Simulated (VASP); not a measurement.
Here is a VASP 6.6.1 calculation.

Contents of INCAR:

```
SYSTEM = MgO
PREC = Accurate ; ENCUT = 520
EDIFF = 1E-6 ; ISMEAR = 0
SIGMA = 0.05 ; LREAL = .False.
LASPH = .True. ; NELM = 100
ALGO = Normal ; ISIF = 2
LWAVE = .False. ; LCHARG = .False.
GGA = PE ; NBANDS = 26
```

KPOINTS

```
regular mesh
0
Gamma
  9 9 2
  0 0 0
```

Contents of POSCAR:

```
MgO
1.0
    3.4446000000      0.0000000000      0.0000000000
   -1.7223000000      2.9831111059      0.0000000000
    0.0000000000      0.0000000000      9.6728000000
Mg O
4 4
Direct
    0.3333333333      0.6666666667      0.9694906392
    0.0000000000      0.0000000000      0.2208211786
    0.0000000000      0.0000000000      0.7208211786
    0.6666666667      0.3333333333      0.4694906392
    0.3333333333      0.6666666667      0.7800420079
    0.0000000000      0.0000000000      0.5296443544
    0.0000000000      0.0000000000      0.0296443544
    0.6666666667      0.3333333333      0.2800420079
```

Potentials or basis: VASP PAW PBE potentials, release 64 (Mg, O).

Launch:

```sh
$ cat potpaw_PBE.64/Mg/POTCAR potpaw_PBE.64/O/POTCAR > POTCAR
$ mpirun -np 1 vasp_std > vasp.out
```

Task: What does it give for the largest force?

Result: 1.726 eV/Å.

Task: Predict the pressure.

Result: 0.5 GPa.

Task: Estimate the band gap on the k mesh.

Result: 3.08 eV, direct.

Stress tensor (GPa, compression positive):
```
-9.87  0.00  0.00
 0.00 -9.87  0.00
 0.00  0.00 21.35
```

Caveat: forces of over 1 eV/Å act on the atoms, so gaps and moduli don't describe the material at rest. Expect the measured gap to be larger: semilocal functionals such as PBE lack the derivative discontinuity.
